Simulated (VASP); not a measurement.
# Mg32O31 (a cell with a defect) in VASP: a series of runs, part 2 of 2

VASP 6.6.1. The steps go on from the part before.

## Step 3: Single point, PBE+D3(BJ)

Input file INCAR:

```
ALGO = Normal ; EDIFF = 1E-6
ENCUT = 520 ; GGA = PE
ISIF = 2 ; ISMEAR = 0
IVDW = 12 ; LASPH = T
LCHARG = F ; LREAL = Auto
LWAVE = F ; NBANDS = 162
NELM = 60 ; PREC = Accurate
SIGMA = 0.05
```

Input file KPOINTS:

```
k-points
0
Gamma
  1 1 1
```

Input file POSCAR:

```
Mg32O31
1.0
    8.8332000000      0.0000000000      0.0000000000
    0.0000000000      8.8332000000      0.0000000000
    0.0000000000      0.0000000000      8.8332000000
Mg O
32 31
Direct
    0.5010479781      0.0013554544     -0.0047107504
    0.7496060318      0.2496833537     -0.0043429335
    0.7539823620     -0.0032292940      0.2497876194
    0.0016807046      0.0016125526     -0.0006701988
    0.2548339220      0.2546812027     -0.0064332292
    0.4908963909      0.4907820495      0.0037610379
    0.7486015261      0.7485936014     -0.0000895485
    0.2476091337     -0.0095296155      0.2495074265
    0.5150477743      0.2345732011      0.2562901327
    0.7630928769      0.5004768374      0.2490514196
    0.5011078658     -0.0010769597      0.5048076575
    0.7525630576      0.2499805280      0.5045991260
    0.7521644478     -0.0013697188      0.7502484943
    0.0015230041      0.5008491826     -0.0044854639
    0.2499110175      0.7494466332     -0.0043607073
   -0.0094233120      0.2473090160      0.2494845583
    0.2346758819      0.5149515464      0.2564451162
    0.5005127247      0.7629023457      0.2490824390
    0.0011308473      0.0009297876      0.5011815650
    0.2503569488      0.2502972875      0.5110917901
    0.4956871802      0.4955678576      0.5035369968
    0.7491229679      0.7489469275      0.5004807997
    0.2504514785     -0.0000722275      0.7517077616
    0.5040437214      0.2480984241      0.7489965132
    0.7485357515      0.5007448037      0.7521442965
   -0.0030008377      0.7540028529      0.2496156546
   -0.0011056016      0.5010591858      0.5048486392
    0.2500155097      0.7524564144      0.5047784495
   -0.0000170946      0.2501875877      0.7516313454
    0.2479423086      0.5038221709      0.7490138342
    0.5008742019      0.7482341620      0.7519534257
   -0.0012705475      0.7521000317      0.7504489879
    0.7517409319      0.2494622560      0.2511082054
    0.0000652085      0.5021861839      0.2509071458
    0.0010896391      0.2507908799      0.4993628583
    0.4406478966      0.4406117828      0.2348164878
    0.7476459267      0.7474718109      0.2499484898
   -0.0010165059     -0.0011052620      0.2501292850
    0.5025217362      0.2463171897      0.5056665761
    0.7470032378      0.4994983698      0.4950007925
   -0.0006842367      0.7510435629      0.5001243038
    0.7537539057      0.2502423810      0.7488885115
   -0.0043919531      0.5012871892      0.7486533759
    0.0004952905      0.2511337907      0.0012934157
    0.2496233528      0.7516073450      0.2509120138
    0.5024018476     -0.0001160395      0.2512064710
    0.2463796812      0.5023633564      0.5056841235
    0.4996097677      0.7465791559      0.4950120002
    0.7512399810     -0.0009417878      0.5002097768
    0.2495558801      0.2493904814      0.7499380745
    0.5007626908      0.5005386496      0.7494252366
    0.7493007064      0.7491427795      0.7504862338
    0.0009622787      0.0007748041      0.7505029887
    0.5046697686      0.2424824526     -0.0130878957
    0.7483271068      0.4989183988      0.0046699950
   -0.0007342752      0.7512560567      0.0002414753
    0.2509542408      0.0008571073      0.4993232351
    0.2504349500      0.7535999411      0.7489571163
    0.5013750396     -0.0045479554      0.7485419780
    0.2426831726      0.5044570484     -0.0131622741
    0.4991256849      0.7482565775      0.0046660327
    0.7513230766     -0.0008608432      0.0002395508
    0.2513943984      0.0004779695      0.0013255672
```

Potentials or basis: VASP PAW PBE potentials, release 64 (Mg, O).

Started as:

```
cat potpaw_PBE.64/Mg/POTCAR potpaw_PBE.64/O/POTCAR > POTCAR
mpirun -np 1 vasp_gam > vasp.out
```

OUTCAR:

```text
EDIFF = 1E-6
   ENCUT = 520
   GGA = PE
   ISIF = 2
   ISMEAR = 0
   IVDW = 12
   LASPH = T
   LREAL = Auto
   NELM = 60
   PREC = Accurate
 IVDW          = 12

 ion  position               nearest neighbor table
   1  0.501  0.001  0.995-  54 2.13  59 2.18  63 2.21  62 2.21  61 2.24  46 2.26  18 3.08  24 3.08
                            23 3.09   9 3.09  13 3.10  31 3.10   2 3.10   5 3.12   7 3.13  15 3.14
   2  0.750  0.250  0.996-  54 2.17  42 2.18  55 2.20  62 2.21  44 2.22  33 2.26  24 3.07  29 3.09
                            25 3.09  16 3.09   9 3.10  13 3.10   1 3.10   4 3.12   6 3.12  14 3.14
   3  0.754  0.997  0.250-  38 2.16  37 2.20  62 2.20  49 2.21  46 2.22  33 2.23   9 2.98  26 3.03
                            16 3.04  18 3.05   7 3.11   4 3.11  22 3.11  19 3.11   2 3.17   1 3.17
   4  0.002  0.002  0.999-  53 2.20  44 2.20  63 2.21  56 2.21  62 2.21  38 2.22  16 3.10  29 3.10
                             8 3.10  23 3.10  26 3.11   3 3.11  32 3.11  13 3.11   2 3.12  15 3.13
   5  0.255  0.255  0.994-  50 2.15  60 2.21  54 2.21  63 2.25  44 2.25   6 2.95  30 3.08  24 3.08
                            23 3.10  29 3.10  14 3.12   1 3.12   4 3.16   8 3.25  16 3.25   9 3.27
   6  0.491  0.491  0.004-  36 2.14  60 2.20  54 2.20  51 2.25  55 2.28  61 2.28   5 2.95  24 3.11
                            30 3.11  15 3.12   2 3.12  31 3.18  25 3.18   9 3.18  17 3.19   7 3.22
   7  0.749  0.749  1.000-  52 2.20  61 2.20  55 2.21  37 2.21  62 2.21  56 2.21  25 3.10  31 3.10
                            18 3.11  10 3.11   3 3.11  26 3.11  32 3.12  13 3.12   1 3.13  14 3.13
   8  0.248  0.990  0.250-  45 2.11  63 2.19  38 2.20  57 2.21  46 2.25  18 3.01  26 3.04  28 3.08
                            15 3.09   4 3.10  19 3.11   1 3.17  11 3.18   9 3.20  16 3.21   5 3.25
   9  0.515  0.235  0.256-  36 1.94  46 2.08  33 2.10  39 2.21  54 2.38   3 2.98  11 3.03  12 3.04
[... 35 lines left out ...]
  27  0.999  0.501  0.505-  43 2.15  47 2.19  41 2.21  35 2.21  40 2.23  34 2.24  17 3.03  10 3.07
                            30 3.08  32 3.10  12 3.11  25 3.11  29 3.11  22 3.11  20 3.14  28 3.14
  28  0.250  0.752  0.505-  58 2.16  57 2.19  48 2.21  47 2.21  41 2.21  45 2.24  17 3.04  30 3.08
                             8 3.08  23 3.09  32 3.10  19 3.11  11 3.11  31 3.11  27 3.14  21 3.14
  29  1.000  0.250  0.752-  42 2.18  53 2.20  50 2.20  44 2.21  43 2.22  35 2.23  20 3.07   2 3.09
                            12 3.09  14 3.09   4 3.10   5 3.10  27 3.11  13 3.12  19 3.12  23 3.13
  30  0.248  0.504  0.749-  60 2.10  47 2.15  58 2.21  43 2.23  51 2.23  50 2.25  20 3.07  15 3.07
                            28 3.08  14 3.08  27 3.08  21 3.08   5 3.08  31 3.11  32 3.11   6 3.11
  31  0.501  0.748  0.752-  59 2.18  51 2.19  52 2.19  58 2.21  61 2.23  48 2.27  15 3.09  25 3.09
                             7 3.10   1 3.10  30 3.11  11 3.11  28 3.11  22 3.12  21 3.13  13 3.13
  32  0.999  0.752  0.750-  53 2.20  52 2.20  56 2.21  41 2.21  43 2.22  58 2.22  13 3.08  14 3.10
                            15 3.10  27 3.10  28 3.10  30 3.11  19 3.11   4 3.11  23 3.12  22 3.12
  33  0.752  0.249  0.251-   9 2.10  16 2.11  10 2.22   3 2.23  12 2.24   2 2.26
  34  0.000  0.502  0.251-  17 2.08  10 2.09  26 2.22  27 2.24  16 2.25  14 2.26
  35  0.001  0.251  0.499-  12 2.20  20 2.20  19 2.21  16 2.21  27 2.21  29 2.23
  36  0.441  0.441  0.235-  17 1.94   9 1.94   6 2.14  21 2.47
  37  0.748  0.747  0.250-  10 2.19  18 2.19   3 2.20  26 2.20   7 2.21  22 2.21
  38  0.999  0.999  0.250-  26 2.16   3 2.16  16 2.20   8 2.20   4 2.22  19 2.22
  39  0.503  0.246  0.506-  24 2.15  11 2.19  21 2.20   9 2.21  12 2.21  20 2.23
  40  0.747  0.499  0.495-  10 2.18  22 2.20  12 2.21  21 2.22  27 2.23  25 2.27
  41  0.999  0.751  0.500-  19 2.21  27 2.21  22 2.21  32 2.21  26 2.21  28 2.21
  42  0.754  0.250  0.749-  12 2.16  29 2.18   2 2.18  24 2.21  25 2.21  13 2.22
[... 19 lines left out ...]
  62  0.751  0.999  0.000-   3 2.20  13 2.21   1 2.21   4 2.21   7 2.21   2 2.21
  63  0.251  0.000  0.001-   8 2.19  23 2.20   4 2.21   1 2.21  15 2.22   5 2.25

  LATTYP: Found a simple cubic cell.
 ALAT       =     8.8332000000

  Lattice vectors:

 A1 = (   8.8332000000,   0.0000000000,   0.0000000000)
 A2 = (   0.0000000000,   8.8332000000,   0.0000000000)
 A3 = (   0.0000000000,   0.0000000000,   8.8332000000)

Analysis of symmetry for initial positions (statically):
=====================================================================
 Subroutine PRICEL returns:
 Original cell was already a primitive cell.

 Routine SETGRP: Setting up the symmetry group for a
 simple cubic supercell.
[... 217 lines left out ...]
   EDIFF  = 0.1E-05   stopping-criterion for ELM
   LREAL  =      T    real-space projection
   EDIFFG = 0.1E-04   stopping-criterion for IOM
   NSW    =      0    number of steps for IOM
   IBRION =     -1    ionic relax: 0-MD 1-quasi-New 2-CG
   NFREE  =      0    steps in history (QN), initial steepest desc. (CG)
   ISIF   =      2    stress and relaxation
   ISYM   =      2    0-nonsym 1-usesym 2-fastsym
   POTIM  = 0.5000    time-step for ionic-motion
   TEBEG  =    0.0;   TEEND  =   0.0 temperature during run
   PSTRESS=    0.0 pullay stress
   NELECT =     250.0000    total number of electrons
   NUPDOWN=      -1.0000    fix difference up-down
   EMIN   =  10.00;   EMAX   =-10.00  energy-range for DOS
   EFERMI =   0.00;   METHOD = LEGACY
   ISMEAR =     0;   SIGMA  =   0.05  broadening in eV -4-tet -1-fermi 0-gaus
   EFERMI_NEDOS =   21; number of points for ismear=-14 and -15
   IALGO  =     38    algorithm
   IMIX   =      4    mixing-type and parameters
     AMIX     =   0.40;   BMIX     =  1.00
     AMIX_MAG =   1.60;   BMIX_MAG =  1.00
  volume/ion in A,a.u.               =      10.94        73.83
  Fermi-wavevector in a.u.,A,eV,Ry     =   1.167536  2.206322 18.546635  1.363139
  Thomas-Fermi vector in A             =   2.304034
   LORBIT       =      0    0 simple, 1 ext, 2 COOP (PROOUT), +10 PAW based schemes
   GGA     = PE    functional components
   LHFCALC =     F    Hartree Fock is set to
   AEXX    =    0.0000 exact exchange contribution
   IVDW    =    12    specifies the selected vdW correction
   LEPSILON=     F    determine dielectric tensor
   LRPA    =     F    only Hartree local field effects (RPA)
 non-spin polarized calculation
 Gauss-broadening in eV      SIGMA  =   0.05
  energy-cutoff  :      520.00
  volume of cell :      689.21
 maximum number of plane-waves:      9307
 NGX is ok and might be reduce to    70
   NGX = 33   NGY = 33   NGZ = 33

 number of electron     250.0000046 magnetization

 Free energy of the ion-electron system (eV)
  ---------------------------------------------------
  ext. energy  EPLUGINS =         0.00000000
  ---------------------------------------------------
  free energy    TOTEN  =      -365.17932152 eV

  energy without entropy =     -365.17932152  energy(sigma->0) =     -365.17932152

 E-fermi :   4.6914     XC(G=0): -10.3660

 val. band max:        4.4450924976   @ k =   0.0000   0.0000   0.0000
 cond. band min:       6.3350433544   @ k =   0.0000   0.0000   0.0000
 fundamental gap:      1.8899508568
 Fermi energy:         4.6913927331

 k-point     1 :       0.0000    0.0000    0.0000
  band No.  band energies     occupation
      1     -14.4877      2.00000
      2     -14.0126      2.00000
      3     -14.0053      2.00000
      4     -13.9860      2.00000
      5     -13.8875      2.00000
      6     -13.8841      2.00000
[... 129 lines left out ...]
    136       9.2996      0.00000
    137       9.4262      0.00000
 [bands above 137 left out]

------------------------ aborting loop because EDIFF is reached ----------------------------------------

 Edisp (eV)  -15.98182

 E8    (eV) :    -6.2760

  FORCE on cell =-STRESS in cart. coord.  units (eV):
  Direction    XX          YY          ZZ          XY          YZ          ZX
  --------------------------------------------------------------------------------------
  -------------------------------------------------------------------------------------
  Total     -64.48288   -64.49140   -65.27416    -1.91961    -0.01263    -0.01379
  in kB    -149.89971  -149.91953  -151.73916    -4.46240    -0.02936    -0.03207
  external pressure =     -150.52 kB  Pullay stress =        0.00 kB

 VOLUME and BASIS-vectors are now :
 -----------------------------------------------------------------------------
  energy-cutoff  :      520.00
  volume of cell :      689.21
      direct lattice vectors                 reciprocal lattice vectors
     8.833200000  0.000000000  0.000000000     0.113209256  0.000000000  0.000000000
     0.000000000  8.833200000  0.000000000     0.000000000  0.113209256  0.000000000
     0.000000000  0.000000000  8.833200000     0.000000000  0.000000000  0.113209256

 POSITION                                       TOTAL-FORCE (eV/Angst)
 -----------------------------------------------------------------------------------
      4.42586      0.01197      8.79159        -0.017799     -0.025045      0.023022
      6.62142      2.20550      8.79484         0.001461     -0.008740      0.029806
      6.66008      8.80468      2.20642        -0.036534      0.015449      0.006786
      0.01485      0.01424      8.82728        -0.026967     -0.029546     -0.003262
      2.25100      2.24965      8.77637        -0.168889     -0.169488     -0.180007
      4.33619      4.33518      0.03322         0.029891      0.029505      0.065181
[... 55 lines left out ...]
      6.63659      8.82560      0.00212        -0.025662     -0.009275     -0.005651
      2.22062      0.00422      0.01171        -0.029907     -0.061205     -0.069667
 -----------------------------------------------------------------------------------
    total drift:                               -0.000895     -0.004589     -0.001169

  FREE ENERGIE OF THE ION-ELECTRON SYSTEM (eV)
  ---------------------------------------------------
  free  energy   TOTEN  =      -381.1611393524 eV

  energy  without entropy=     -381.1611393524  energy(sigma->0) =     -381.16113935
```

It took 7.1 min on 1 thread of Intel Xeon 8259CL, shared host; peak memory 0.65 GiB.

What came out:

```
Free energy                : -381.1611 eV
Pressure                   : -15.1 GPa
Largest force              : 2.102 eV/Å
Band gap on the k mesh     : 1.89 eV
Dispersion energy per atom : -0.254 eV
```

Forces in eV/Å, atoms in the order of the input:
```
Mg  -0.018 -0.025  0.023
Mg   0.001 -0.009  0.030
Mg  -0.037  0.015  0.007
Mg  -0.027 -0.030 -0.003
Mg  -0.169 -0.169 -0.180
Mg   0.030  0.030  0.065
Mg  -0.005 -0.009  0.013
Mg  -0.027  0.077  0.008
Mg  -0.166  0.126 -0.096
Mg  -0.048 -0.070 -0.003
Mg  -0.014  0.007 -0.024
Mg  -0.029 -0.017 -0.027
Mg  -0.019 -0.008 -0.002
Mg  -0.025 -0.017  0.018
Mg  -0.010  0.003  0.030
Mg   0.078 -0.022  0.010
Mg   0.122 -0.165 -0.099
Mg  -0.066 -0.050 -0.002
Mg  -0.020 -0.020  0.002
Mg  -0.063 -0.065 -0.005
Mg  -0.064 -0.064 -0.179
Mg  -0.015 -0.016 -0.019
Mg  -0.011 -0.052 -0.028
Mg  -0.019  0.013  0.009
Mg  -0.033 -0.011 -0.019
Mg   0.013 -0.042  0.010
Mg   0.014 -0.016 -0.027
Mg  -0.014 -0.031 -0.033
Mg  -0.050 -0.009 -0.025
Mg   0.022 -0.017  0.009
Mg  -0.011 -0.029 -0.015
Mg  -0.006 -0.020 -0.007
O   -0.008 -0.013 -0.017
O    0.008  0.008 -0.005
O   -0.069 -0.021  0.065
O    1.466  1.457  0.387
O   -0.063 -0.060 -0.007
O   -0.052 -0.054 -0.001
O   -0.046 -0.031 -0.015
O   -0.030 -0.011 -0.029
O   -0.020 -0.015  0.003
O   -0.064 -0.001  0.020
O   -0.001 -0.004  0.011
O   -0.057 -0.028 -0.070
O   -0.013 -0.006 -0.009
O    0.005  0.010 -0.013
O   -0.032 -0.045 -0.015
O   -0.011 -0.023 -0.029
O   -0.019 -0.017 -0.001
O   -0.022 -0.019  0.000
O   -0.021 -0.019 -0.008
O   -0.015 -0.016 -0.005
O   -0.025 -0.024 -0.003
O   -0.134  0.021  0.142
O   -0.011 -0.005  0.000
O   -0.009 -0.025 -0.005
O   -0.022 -0.064  0.068
O   -0.004 -0.063  0.019
O   -0.001 -0.001  0.012
O    0.017 -0.133  0.143
O   -0.007 -0.015 -0.002
O   -0.026 -0.009 -0.006
O   -0.030 -0.061 -0.070
```

Levels at points of the mesh, in eV from the valence-band top:
```
           k point  band 121  band 122  band 123  band 124  band 125  band 126  band 127  band 128  band 129  band 130
(0.00, 0.00, 0.00)     -2.55     -2.40     -2.36     -2.26      0.00      1.89      3.49      3.55      3.64      4.17
```

Caveat: the k points lie up to 0.71 Å⁻¹ apart.
